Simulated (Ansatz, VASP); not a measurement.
# Sc: VASP beside Ansatz

```
Sc
1.0
     3.28203    0.00000    0.00000
    -1.64101    2.84232    0.00000
     0.00000    0.00000    5.04995
Sc
2
Direct
  0.33333 0.66667 0.25000
  0.66667 0.33333 0.75000
```

Alike in both runs: task relaxation of cell and atoms; functional PBEsol; k mesh 12 × 12 × 8; occupations gaussian, width 0.1 eV; no spin polarisation.

|  | VASP | Ansatz |
| --- | --- | --- |
| version | VASP 6.6.1 | Ansatz 0.2.0 |
| potentials or method | VASP PAW PBE potentials, release 64 (Sc_sv), cutoff 600 eV | scalar-relativistic, plane waves, PAW |
| valence electrons in the cell | 22 | 22 |

```tsv
	VASP	Ansatz	Ansatz less VASP
gap on the k mesh at the Fermi level, each at its own relaxed structure (eV)	none	none	-
relaxed volume (Å³/atom)	23.66	23.64	-0.017
relaxed cell length with the largest relative difference (Å)	5.087	5.083	-0.0046
```

VASP's potentials were made for PBE, not for PBEsol. A gap of «none» marks a metal or a gap that the smearing closes.
